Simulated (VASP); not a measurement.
# BP: single point with r2SCAN

Crystal: BP.

```
B P
1.0
     0.00000    2.35409    2.26900
     2.35409    0.00000    2.26900
     2.35409    2.35409    0.00000
B P
1 1
Direct
  0.00000 0.00000 0.00000
  0.75000 0.75000 0.75000
```

This cell differs from its parent crystal: strain +0.0375 x Voigt [1, 1, 0, 0, 0, 0].

```yaml
Program: VASP 6.6.1
Task: single point
Functional: r2SCAN
Potentials_or_basis: VASP PAW PBE potentials, release 64 (B, P)
Cutoff: 520 eV
k_mesh: 10 × 10 × 10
Occupations: gaussian, width 0.05 eV
Spin: no spin polarisation
```

```yaml
Pressure: -11.4 GPa
Band_gap_on_the_k_mesh: 0.98 eV, indirect (least direct gap 3.16 eV)
```

Stress tensor (GPa, compression positive):
```
-14.56   0.00   0.00
  0.00 -14.56   0.00
  0.00   0.00  -5.11
```

Levels at points of the mesh, in eV from the valence-band top:
```
           k point  band 2  band 3  band 4  band 5  band 6  band 7
(0.00, 0.00, 0.00)   -0.35   -0.35    0.00    3.16    3.39    3.39
(0.50, 0.00, 0.00)   -9.20   -2.23   -1.78    3.33    4.58    5.03
(0.50, 0.50, 0.00)   -8.76   -4.55   -4.55    1.16    1.41   12.10
(0.50, 0.00, 0.50)   -9.08   -4.21   -4.14    1.59    1.91   11.72
```

It took 44 s on 1 thread of Intel(R) Xeon(R) 6975P-C (Granite Rapids), with other jobs on the host, peak memory 0.15 GiB.

Caveat: the cell differs from its parent crystal (strain +0.0375 x Voigt [1, 1, 0, 0, 0, 0]); the PAW data sets were made with another functional, which shifts forces and pressure a little. A k mesh can miss the band edges.
